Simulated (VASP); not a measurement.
Y2WC6:

```
Y W C
1.0
     0.00000    3.93636    3.93636
     3.93636    0.00000    3.93636
     3.93636    3.93636    0.00000
Y W C
2 1 6
Direct
  0.25000 0.25000 0.25000
  0.75000 0.75000 0.75000
  0.50000 0.50000 0.50000
  0.50000 0.00000 0.00000
  0.00000 0.50000 0.50000
  0.00000 0.50000 0.00000
  0.50000 0.00000 0.50000
  0.00000 0.00000 0.50000
  0.50000 0.50000 0.00000
```

The cell was generated, and may not be a known phase.

- Program: VASP 6.6.1
- Task: relaxation of cell and atoms
- Functional: PBE
- Potentials or basis: VASP PAW PBE potentials, release 64 (Y_sv, W_sv, C)
- Cutoff: 600 eV
- k mesh: 4 × 4 × 4
- Occupations: gaussian, width 0.1 eV
- Spin: no spin polarisation

At the start: pressure 29.1 GPa; volume 13.55 Å³/atom.

Q: How do energy, volume and symmetry change on relaxing?

A: Over 3 steps the energy falls by 336.0 meV/atom and the volume is 18.25 Å³/atom (+34.6 %); space group Fm-3m (No. 225, to 0.1 Å) before and after.

Step by step:
| step | energy change (eV) | largest force (eV/Å) | pressure (GPa) | volume (Å³) |
| --- | --- | --- | --- | --- |
| 1 | 0.0000 | 0.0000 | 29.09 | 121.99 |
| 2 | -2.9947 | 0.0000 | -1.68 | 170.80 |
| 3 | -3.0240 | 0.0000 | 0.32 | 164.21 |

Final structure:
```yaml
crystal:
  lattice:
    - [0.00000, 4.34636, 4.34636]
    - [4.34636, 0.00000, 4.34636]
    - [4.34636, 4.34636, 0.00000]
  atoms:
    - { symbol: Y, position: [0.25000, 0.25000, 0.25000] }
    - { symbol: Y, position: [0.75000, 0.75000, 0.75000] }
    - { symbol: W, position: [0.50000, 0.50000, 0.50000] }
    - { symbol: C, position: [0.50000, 0.00000, 0.00000] }
    - { symbol: C, position: [0.00000, 0.50000, 0.50000] }
    - { symbol: C, position: [0.00000, 0.50000, 0.00000] }
    - { symbol: C, position: [0.50000, 0.00000, 0.50000] }
    - { symbol: C, position: [0.00000, 0.00000, 0.50000] }
    - { symbol: C, position: [0.50000, 0.50000, 0.00000] }
```

Caveat: the volume moved by over 15 % at a fixed basis, so the end points are rough.
